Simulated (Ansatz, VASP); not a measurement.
## Two plane-wave programs on SnTe

INCAR

```
SYSTEM = SnTe
ALGO = Normal
EDIFF = 1E-6
ENCUT = 500
GGA = PE
GGA_COMPAT = .False.
ISIF = 2
ISMEAR = 0
ISPIN = 2
IVDW = 12
LASPH = .True.
LCHARG = .True.
LELF = .True.
LORBIT = 11
LREAL = .False.
LVHAR = .True.
LWAVE = .False.
MAGMOM = 0.2 0.2
NBANDS = 21
NELM = 200
PREC = Accurate
SIGMA = 0.02
```

The input KPOINTS:

```
k-points
0
Gamma
  9 9 9
  0 0 0
```

Contents of POSCAR:

```
SnTe
1.0
    4.3412781505      0.0000000000      0.0000000000
   -2.1706390753      3.7596571632      0.0000000000
   -2.1706390753      1.2532190544      3.7471944701
Sn Te
1 1
Direct
    0.0000000000      0.0000000000      0.0000000000
    0.5000000000      0.5000000000      0.5000000000
```

Input for Ansatz:

```yaml
crystal:
  lattice:
    - [4.3412781505, 0.0, 0.0]
    - [-2.1706390753, 3.7596571632, 0.0]
    - [-2.1706390753, 1.2532190544, 3.7471944701]
  atoms:
    - { symbol: Sn, position: [0.0, 0.0, 0.0], spin: 0.2 }
    - { symbol: Te, position: [0.5, 0.5, 0.5], spin: 0.2 }
basis:
  ecutwfc: "700 eV"
kpoints:
  mp_grid: { grid: [9, 9, 9] }
hamiltonian:
  xc: pbe
  dispersion: d3bj
scf:
  occupations: { method: gaussian, width: 0.02 }
output:
  forces: true
  eigenvalues: true
  stress: true
magnetization:
  spin_polarized: true
```

Alike in both runs: task single point; functional PBE; dispersion D3(BJ); k mesh 9 × 9 × 9; occupations gaussian, width 0.02 eV; collinear spin.

```csv
,VASP,Ansatz
version,VASP 6.6.1,Ansatz 0.2.0
potentials or method,"VASP PAW PBE potentials, release 64 (Sn_d, Te), cutoff 500 eV","scalar-relativistic, plane waves, PAW"
valence electrons in the cell,20,30
```

```csv
,VASP,Ansatz,Ansatz less VASP
gap on the k mesh at the Fermi level (eV),none,none,-
pressure (GPa),1.2,1.2,+0.01
"traceless stress, the component that is largest in VASP (GPa)",-1.16,-1.16,-0.003
net moment per atom (μB),0.00,0.00,0.000
```

A gap of «none» marks a metal or a gap that the smearing closes. VASP's potentials hold 20 valence electrons a cell and Ansatz's 30, so a difference there can come from the potentials and not from the codes. Ansatz's warnings: seeded moment not kept.

Spin-orbit coupling is off throughout.
